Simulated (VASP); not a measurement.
# TiO2 (P3_121) in VASP: a series of runs

The runs below take TiO2 through relaxation of the atoms, single point, relaxation of cell and atoms, with PBE, PBEsol, LDA, r2SCAN+D3(BJ).

All numbers are computed with VASP 6.6.1; they aren't measurements. Logs are shortened: lines on timing, memory, paths and dates and some standing lists are left out, and cuts for length are marked.

## Step 1: The cell of the first run

Symmetry: P3_121, No. 152, trigonal system. Conventional cell: a = 5.582 Å, b = 5.582 Å, c = 6.082 Å, α = 90.00°, β = 90.00°, γ = 120.00°. Within 2.4 Å of Ti (site symmetry 2) lie 4 O at 1.81 to 1.82 Å. Within 2.4 Å of O (site symmetry 1) lie 2 Ti at 1.81 to 1.82 Å.

## Step 2: Relaxation of the atoms, PBE

Contents of INCAR:

```
  PREC = Accurate
  ENCUT = 520
  EDIFF = 1E-6
  ISMEAR = -1
  SIGMA = 0.05
  LREAL = False
  LASPH = True
  NELM = 60
  ALGO = Normal
  ISIF = 2
  LWAVE = False
  LCHARG = False
  GGA = PE
  IBRION = 2
  NSW = 60
  EDIFFG = -0.01
```

Contents of KPOINTS:

```
regular mesh
0
Gamma
  5 5 4
```

Contents of POSCAR:

```
TiO2
1.0
    5.5822227355      0.0000000000      0.0000000000
   -2.7911113678      4.8343466985      0.0000000000
    0.0000000000      0.0000000000      6.0824678800
Ti O
3 6
Direct
    0.4669367500      0.0000000000      0.3333333333
    0.0000000000      0.4669367500      0.6666666667
    0.5330632500      0.5330632500      0.0000000000
    0.5810657200      0.8514331800      0.1206639333
    0.7296325400      0.1485668200      0.5460027333
    0.2703674600      0.4189342800      0.7873306000
    0.8514331800      0.5810657200      0.8793360667
    0.1485668200      0.7296325400      0.4539972667
    0.4189342800      0.2703674600      0.2126694000
```

Potentials or basis: VASP PAW PBE potentials, release 64 (Ti_sv, O).

On the command line:

```
cat potpaw_PBE.64/Ti_sv/POTCAR potpaw_PBE.64/O/POTCAR > POTCAR
mpirun -np 1 vasp_std > vasp.out
```

OUTCAR:

```text
PREC = Accurate
   ENCUT = 520
   EDIFF = 1E-6
   ISMEAR = -1
   LREAL = False
   LASPH = True
   NELM = 60
   ISIF = 2
   GGA = PE
   IBRION = 2
   NSW = 60
   EDIFFG = -0.01

 ion  position               nearest neighbor table
   1  0.467  0.000  0.333-   9 1.81   8 1.81   5 1.82   4 1.82
   2  0.000  0.467  0.667-   6 1.81   5 1.81   8 1.82   7 1.82
   3  0.533  0.533  0.000-   7 1.81   4 1.81   6 1.82   9 1.82
   4  0.581  0.851  0.121-   3 1.81   1 1.82
   5  0.730  0.149  0.546-   2 1.81   1 1.82
   6  0.270  0.419  0.787-   2 1.81   3 1.82
   7  0.851  0.581  0.879-   3 1.81   2 1.82
   8  0.149  0.730  0.454-   1 1.81   2 1.82
   9  0.419  0.270  0.213-   1 1.81   3 1.82

  LATTYP: Found a hexagonal cell.
 ALAT       =     5.5822227355
 C/A-ratio  =     1.0896139707

  Lattice vectors:

 A1 = (   5.5822227355,   0.0000000000,   0.0000000000)
 A2 = (  -2.7911113678,   4.8343466985,   0.0000000000)
 A3 = (   0.0000000000,   0.0000000000,   6.0824678800)

Analysis of symmetry for initial positions (statically):
=====================================================================
 Subroutine PRICEL returns:
 Original cell was already a primitive cell.

 Routine SETGRP: Setting up the symmetry group for a
 hexagonal supercell.

 Subroutine GETGRP returns: Found  6 space group operations
 (whereof  2 operations were pure point group operations)
 out of a pool of 24 trial point group operations.

The static configuration has the point symmetry C_2 .
 The point group associated with its full space group is D_3 .

Analysis of symmetry for dynamics (positions and initial velocities):
=====================================================================
 Subroutine PRICEL returns:
 Original cell was already a primitive cell.

 Routine SETGRP: Setting up the symmetry group for a
 hexagonal supercell.

 Subroutine GETGRP returns: Found  6 space group operations
 (whereof  2 operations were pure point group operations)
 out of a pool of 24 trial point group operations.

The dynamic configuration has the point symmetry C_2 .
 The point group associated with its full space group is D_3 .

 Subroutine INISYM returns: Found  6 space group operations
 (whereof  2 operations are pure point group operations),
 and found     1 'primitive' translations

----------------------------------------------------------------------------------------

                                     Primitive cell

  volume of cell :     164.1439

  direct lattice vectors                    reciprocal lattice vectors
     5.582222736  0.000000000  0.000000000     0.179140111  0.103426591  0.000000000
    -2.791111368  4.834346699  0.000000000     0.000000000  0.206853183  0.000000000
     0.000000000  0.000000000  6.082467880     0.000000000  0.000000000  0.164406951

  length of vectors
     5.582222736  5.582222736  6.082467880     0.206853183  0.206853183  0.164406951

  position of ions in fractional coordinates (direct lattice)
     0.466936750  0.000000000  0.333333333
     0.000000000  0.466936750  0.666666667
     0.533063250  0.533063250  0.000000000
     0.581065720  0.851433180  0.120663933
     0.729632540  0.148566820  0.546002733
     0.270367460  0.418934280  0.787330600
     0.851433180  0.581065720  0.879336067
     0.148566820  0.729632540  0.453997267
     0.418934280  0.270367460  0.212669400

  ion indices of the primitive-cell ions
   primitive index   ion index
                 1           1
                 2           2
                 3           3
                 4           4
                 5           5
                 6           6
                 7           7
                 8           8
                 9           9

----------------------------------------------------------------------------------------

 KPOINTS: regular mesh

Automatic generation of k-mesh.
 Grid dimensions read from file:
 generate k-points for:    5    5    4

 Generating k-lattice:

  Cartesian coordinates                     Fractional coordinates (reciprocal lattice)
[... 46 lines left out ...]
   EFERMI_NEDOS =   21; number of points for ismear=-14 and -15
   IALGO  =     38    algorithm
   IMIX   =      4    mixing-type and parameters
     AMIX     =   0.40;   BMIX     =  1.00
     AMIX_MAG =   1.60;   BMIX_MAG =  1.00
  volume/ion in A,a.u.               =      18.24       123.08
  Fermi-wavevector in a.u.,A,eV,Ry     =   1.243877  2.350587 21.051339  1.547230
  Thomas-Fermi vector in A             =   2.378168
   LORBIT       =      0    0 simple, 1 ext, 2 COOP (PROOUT), +10 PAW based schemes
   GGA     = PE    functional components
   LHFCALC =     F    Hartree Fock is set to
   AEXX    =    0.0000 exact exchange contribution
   IVDW    =     0    specifies the selected vdW correction
   LEPSILON=     F    determine dielectric tensor
   LRPA    =     F    only Hartree local field effects (RPA)
 conjugate gradient relaxation of ions
 non-spin polarized calculation
  energy-cutoff  :      520.00
  volume of cell :      164.14
 maximum number of plane-waves:      4457
 NGX is ok and might be reduce to    42
   NGX = 21   NGY = 21   NGZ = 23

--------------------------------------- Ionic step        1  -------------------------------------------

 number of electron      72.0000000 magnetization

 Free energy of the ion-electron system (eV)
  ---------------------------------------------------
  ext. energy  EPLUGINS =         0.00000000
  ---------------------------------------------------
  free energy    TOTEN  =       -80.39232266 eV

  energy without entropy =      -80.39232266  energy(sigma->0) =      -80.39232266

------------------------ aborting loop because EDIFF is reached ----------------------------------------

  FORCE on cell =-STRESS in cart. coord.  units (eV):
  Direction    XX          YY          ZZ          XY          YZ          ZX
  --------------------------------------------------------------------------------------
  -------------------------------------------------------------------------------------
  Total        1.9499583      1.9499583      1.9725422     -0.0000000     -0.0000000     -0.0000000
  in kB       19.0331700     19.0331700     19.2536076     -0.0000000     -0.0000000     -0.0000000
  external PRESSURE =      19.1066492 kB  Pullay stress =       0.0000000 kB
[... 110 lines left out ...]
  FREE ENERGIE OF THE ION-ELECTRON SYSTEM (eV)
  ---------------------------------------------------
  free  energy   TOTEN  =       -80.3958855412 eV

  energy  without entropy=      -80.3958855412  energy(sigma->0) =      -80.39588554

[... ionic steps 4 to 8 ...]

--------------------------------------- Ionic step        9  -------------------------------------------

 number of electron      72.0000002 magnetization

------------------------ aborting loop because EDIFF is reached ----------------------------------------

  FORCE on cell =-STRESS in cart. coord.  units (eV):
  Direction    XX          YY          ZZ          XY          YZ          ZX
  --------------------------------------------------------------------------------------
  -------------------------------------------------------------------------------------
  Total        0.9368243      0.9368243      0.9718441     -0.0000000      0.0000000      0.0000000
  in kB        9.1441630      9.1441630      9.4859840     -0.0000000      0.0000000      0.0000000
  external PRESSURE =       9.2581034 kB  Pullay stress =       0.0000000 kB
[... 71 lines left out ...]
  energy  without entropy=      -80.3969022442  energy(sigma->0) =      -80.39690224

--------------------------------------- Ionic step       11  -------------------------------------------

 number of electron      72.0000003 magnetization

 Free energy of the ion-electron system (eV)
  ---------------------------------------------------
  ext. energy  EPLUGINS =         0.00000000
  ---------------------------------------------------
  free energy    TOTEN  =       -80.39691324 eV

  energy without entropy =      -80.39691324  energy(sigma->0) =      -80.39691324

 E-fermi :   0.1754     XC(G=0):  -8.0319

 val. band max:       -1.0001656708   @ k =   0.0000   0.0000   0.5000
 cond. band min:       2.5146880217   @ k =   0.0000   0.0000   0.5000
 fundamental gap:      3.5148536924
 Fermi energy:         0.1754299104

 k-point     1 :       0.0000    0.0000    0.0000
  band No.  band energies     occupation
      1     -56.3531      2.00000
      2     -56.3409      2.00000
      3     -56.3409      2.00000
      4     -32.7842      2.00000
      5     -32.7577      2.00000
      6     -32.7577      2.00000
[... 807 lines left out ...]
  FREE ENERGIE OF THE ION-ELECTRON SYSTEM (eV)
  ---------------------------------------------------
  free  energy   TOTEN  =       -80.3969132379 eV

  energy  without entropy=      -80.3969132379  energy(sigma->0) =      -80.39691324

 reached required accuracy - stopping structural energy minimisation
```

Wall time 5.5 min (1 thread of Intel Xeon 6975P-C (Granite Rapids), shared host); peak memory 0.33 GiB.

What came out:

```
Free energy                  : -80.3969 eV
Energy gained by relaxing    : 0.5 meV/atom
Ionic steps                  : 11
Pressure after relaxing      : 0.9 GPa
Largest force after relaxing : 0.004 eV/Å
Band gap on the k mesh       : 3.51 eV
```

Forces in eV/Å, atoms in the order of the input:
```
Ti   0.004  0.000  0.000
Ti  -0.002  0.004  0.000
Ti  -0.002 -0.004  0.000
O    0.000  0.002  0.003
O    0.000 -0.002 -0.003
O    0.002 -0.001  0.003
O    0.002  0.001 -0.003
O   -0.002 -0.001  0.003
O   -0.002  0.001 -0.003
```

Step by step:
```tsv
step	energy change (eV)	largest force (eV/Å)	pressure (GPa)
1	0.0000	0.0920	1.91
2	-0.0020	0.0630	1.65
3	-0.0036	0.0302	1.11
4	-0.0036	0.0281	1.17
5	-0.0038	0.0298	1.12
6	-0.0038	0.0353	1.11
7	-0.0040	0.0313	1.08
8	-0.0043	0.0195	1.04
9	-0.0046	0.0113	0.93
10	-0.0046	0.0129	0.91
11	-0.0046	0.0041	0.89
```

Final structure:
```xyz
9
Lattice="5.5822 0.0000 0.0000 -2.7911 4.8343 0.0000 0.0000 0.0000 6.0825" Properties=species:S:1:pos:R:3 pbc="T T T"
Ti    2.5981    0.0000    2.0275
Ti   -1.2991    2.2501    4.0550
Ti    1.4920    2.5843    0.0000
O     0.8639    4.1322    0.7217
O     3.6550    0.7022    3.3333
O     0.3555    2.0201    4.7767
O     3.1466    2.8142    5.3607
O    -1.2194    3.5164    2.7492
O     1.5717    1.3179    1.3058
```

Levels at points of the mesh, in eV from the valence-band top:
```
           k point  band 33  band 34  band 35  band 36  band 37  band 38  band 39  band 40
(0.00, 0.00, 0.00)    -0.82    -0.33    -0.31    -0.31     3.58     4.12     4.12     4.53
(0.00, 0.00, 0.50)    -0.61    -0.05    -0.05     0.00     3.51     3.91     3.91     4.33
```

## Step 3: Single point, PBEsol

Contents of INCAR:

```
  ALGO = Normal
  EDIFF = 1E-6
  ENCUT = 520
  GGA = PS
  ISIF = 2
  ISMEAR = -1
  LASPH = T
  LCHARG = F
  LREAL = F
  LWAVE = F
  NBANDS = 46
  NELM = 100
  PREC = Accurate
  SIGMA = 0.05
```

Contents of KPOINTS:

```
k-points
0
Gamma
  6 6 5
```

POSCAR is that of step 2.

Potentials or basis: VASP PAW PBE potentials, release 64 (Ti_sv, O).

On the command line:

```
cat potpaw_PBE.64/Ti_sv/POTCAR potpaw_PBE.64/O/POTCAR > POTCAR
mpirun -np 1 vasp_std > vasp.out
```

It took 16 min on 1 thread of AMD EPYC, shared host; peak memory 0.33 GiB.

It converged, with:

| Quantity | Value |
| --- | --- |
| Free energy | -83.1623 eV |
| Pressure | -0.9 GPa |
| Largest force | 0.099 eV/Å |
| Band gap on the k mesh | 3.58 eV (least direct gap 3.59 eV) |

Forces on the atoms (eV/Å):
```
Ti   0.017  0.000  0.000
Ti  -0.008  0.014  0.000
Ti  -0.008 -0.014  0.000
O   -0.038 -0.071  0.056
O   -0.038  0.071 -0.056
O   -0.043  0.069  0.056
O   -0.043 -0.069 -0.056
O    0.081  0.003  0.056
O    0.081 -0.003 -0.056
```

Levels at points of the mesh, in eV from the valence-band top:
```csv
k point,band 32,band 33,band 34,band 35,band 36,band 37,band 38,band 39,band 40,band 41
"(0.00, 0.00, 0.00)",-0.82,-0.82,-0.30,-0.29,-0.29,3.59,4.17,4.17,4.59,4.59
"(0.50, 0.00, 0.00)",-0.81,-0.78,-0.78,-0.17,0.00,3.83,3.83,4.15,4.77,5.25
```

Caveat: the PAW data sets were made with another functional, which shifts forces and pressure a little.

## Step 4: Relaxation of cell and atoms, LDA

Contents of INCAR:

```
SYSTEM = TiO2
PREC = Accurate ; ENCUT = 600
EDIFF = 1E-7 ; ISMEAR = -1
SIGMA = 0.05 ; LREAL = .False.
LASPH = .True. ; NELM = 120
ALGO = Normal ; ISIF = 3
LWAVE = .False. ; LCHARG = .False.
GGA = CA ; IBRION = 2
NSW = 60 ; EDIFFG = -0.01
GGA_COMPAT = .False. ; NELMIN = 4
```

Contents of KPOINTS:

```
regular mesh
0
Gamma
  6 6 5
  0 0 0
```

POSCAR is that of step 3.

Potentials or basis: VASP PAW LDA potentials, release 64 (Ti_sv, O).

On the command line:

```
cat potpaw_LDA.64/Ti_sv/POTCAR potpaw_LDA.64/O/POTCAR > POTCAR
mpirun -np 1 vasp_std > vasp.out
```

Wall time 69 min (1 thread of Intel Xeon 6975P-C (Granite Rapids), shared host); peak memory 0.41 GiB.

The run converged. Its results:

```yaml
Free_energy: -86.3645 eV
Relaxed_volume: 16.25 Å³/atom
Relaxed_cell: a = 5.383 Å, b = 5.383 Å, c = 5.829 Å, α = 90.00°, β = 90.00°, γ = 120.00°
Space_group_after_relaxing_to_0.1_Å: P3_121 (No. 152)
Energy_gained_by_relaxing: 9.4 meV/atom
Ionic_steps: 45
Pressure_after_relaxing: 0.0 GPa
Largest_force_after_relaxing: 0.007 eV/Å
Band_gap_on_the_k_mesh: 3.66 eV (least direct gap 3.74 eV)
```

Forces in eV/Å, atoms in the order of the input:
```
Ti  -0.006  0.000  0.000
Ti   0.003 -0.005  0.000
Ti   0.003  0.005  0.000
O   -0.005  0.002 -0.005
O   -0.005 -0.002  0.005
O    0.004  0.003 -0.005
O    0.004 -0.003  0.005
O    0.001 -0.005 -0.005
O    0.001  0.005  0.005
```

Step by step:
```csv
step,energy change (eV),largest force (eV/Å),pressure (GPa),volume (Å³)
1,0.0000,0.2692,-3.71,164.14
3,-0.0563,0.0365,-0.09,159.82
5,-0.0568,0.0393,0.00,159.60
7,-0.0585,0.0412,0.04,158.39
9,-0.0600,0.0554,-0.52,158.17
11,-0.0605,0.0560,-0.51,158.04
13,-0.0624,0.0582,-0.48,157.43
15,-0.0692,0.0640,-0.43,155.04
17,-0.0670,0.1595,-1.38,145.71
19,-0.0778,0.0786,0.58,149.08
21,-0.0798,0.0403,0.16,149.42
23,-0.0825,0.0238,0.09,148.44
25,-0.0826,0.0169,-0.09,148.54
27,-0.0832,0.0247,-0.05,148.09
29,-0.0833,0.0191,0.00,147.95
31,-0.0837,0.0256,-0.09,147.63
33,-0.0839,0.0333,-0.22,147.10
35,-0.0842,0.0181,-0.12,146.73
37,-0.0843,0.0171,0.01,146.25
39,-0.0843,0.0163,-0.01,146.30
41,-0.0843,0.0156,0.00,146.28
43,-0.0844,0.0117,0.08,146.22
45,-0.0844,0.0074,0.03,146.28
```

Final structure:
```
Ti O
1.0
     5.38292    0.00000    0.00000
    -2.69146    4.66175    0.00000
     0.00000    0.00000    5.82943
Ti O
3 6
Cartesian
  2.4313 0.0000 1.9431
  4.1673 2.1055 3.8863
  1.4758 2.5562 0.0000
  0.7927 4.1112 0.5919
  3.4842 0.5505 3.2944
  0.4726 1.9196 4.4782
  3.1641 2.7421 5.2375
  -1.2653 3.2926 2.5351
  1.4261 1.3691 1.3512
```

Levels at points of the mesh, in eV from the valence-band top:
```tsv
k point	band 33	band 34	band 35	band 36	band 37	band 38	band 39	band 40
(0.00, 0.00, 0.00)	-0.82	-0.54	-0.32	-0.32	3.80	4.28	4.28	4.56
(0.50, 0.00, 0.00)	-0.75	-0.71	-0.26	0.00	3.91	3.94	4.20	4.87
```

A k mesh can miss the band edges.

## Step 5: Single point, r2SCAN+D3(BJ)

POSCAR is that of step 4.

Contents of INCAR.step1:

```
PREC = Accurate
ENCUT = 520
ISMEAR = -1
SIGMA = 0.05
LREAL = False
LASPH = True
NELM = 60
NBANDS = 46
GGA = PE
ALGO = Normal
EDIFF = 1E-4
LWAVE = True
LCHARG = False
```

Contents of INCAR.step2:

```
PREC = Accurate
ENCUT = 520
EDIFF = 1E-6
ISMEAR = -1
SIGMA = 0.05
LREAL = False
LASPH = True
NELM = 60
ALGO = Normal
ISIF = 2
LWAVE = False
LCHARG = False
METAGGA = R2SCAN
LMIXTAU = True
IVDW = 12
VDW_S6 = 1.0
VDW_S8 = 0.78981345
VDW_A1 = 0.49484001
VDW_A2 = 5.73083694
NBANDS = 46
ISTART = 1
```

Contents of KPOINTS:

```
regular mesh
0
Gamma
  6 6 5
```

Potentials or basis: VASP PAW PBE potentials, release 64 (Ti_sv, O).

On the command line:

```
cat potpaw_PBE.64/Ti_sv/POTCAR potpaw_PBE.64/O/POTCAR > POTCAR
cp INCAR.step1 INCAR
mpirun -np 1 vasp_std > vasp.out
cp INCAR.step2 INCAR
mpirun -np 1 vasp_std > vasp.out
```

Run time: 15 min. Hardware: 1 thread of Oxide Virtual Turin-like, shared host; peak memory 0.36 GiB.

The run converged. Its results:

```
Free energy                : -104.0424 eV
Pressure                   : -0.9 GPa
Largest force              : 0.017 eV/Å
Band gap on the k mesh     : 4.08 eV (least direct gap 4.09 eV)
Dispersion energy per atom : -0.066 eV
```

Forces on the atoms (eV/Å):
```
Ti  -0.003  0.000  0.000
Ti   0.001 -0.002  0.000
Ti   0.001  0.002  0.000
O   -0.012 -0.011  0.006
O   -0.012  0.011 -0.006
O   -0.004  0.016  0.006
O   -0.004 -0.016 -0.006
O    0.016 -0.005  0.006
O    0.016  0.005 -0.006
```

Levels at points of the mesh, in eV from the valence-band top:
```
           k point  band 34  band 35  band 36  band 37  band 38  band 39
(0.00, 0.00, 0.00)    -0.29    -0.28    -0.28     4.09     4.64     4.64
(0.50, 0.00, 0.00)    -0.77    -0.17     0.00     4.31     4.31     4.61
```

Caveat: three body term missing; the PAW data sets were made with another functional, which shifts forces and pressure a little. A k mesh can miss the band edges.

## Step 6: The runs side by side

| task | level | potentials or basis | cell | k mesh | cutoff (eV) | gap on the mesh (eV) | pressure (GPa) | largest force (eV/Å) |
| --- | --- | --- | --- | --- | --- | --- | --- | --- |
| relaxation of the atoms | PBE | VASP PAW PBE potentials, release 64 (Ti_sv, O) | atoms relaxed | 5 × 5 × 4 | 520 | 3.51 | 0.9 | - |
| single point | PBEsol | VASP PAW PBE potentials, release 64 (Ti_sv, O) | as given | 6 × 6 × 5 | 520 | 3.58 | -0.9 | 0.10 |
| relaxation of cell and atoms | LDA | VASP PAW LDA potentials, release 64 (Ti_sv, O) | relaxed | 6 × 6 × 5 | 600 | 3.66 | 0.0 | 0.01 |
| single point | r2SCAN+D3(BJ) | VASP PAW PBE potentials, release 64 (Ti_sv, O) | as given | 6 × 6 × 5 | 520 | 4.08 | -0.9 | 0.02 |

Alike in all rows: no spin polarisation; smearing fermi-dirac 0.05 eV.

Caveats: the PAW data sets were made with another functional, which shifts forces and pressure a little (at least some runs); three body term missing (at least some runs).

Absolute energies hang on the potentials; compare differences alone.
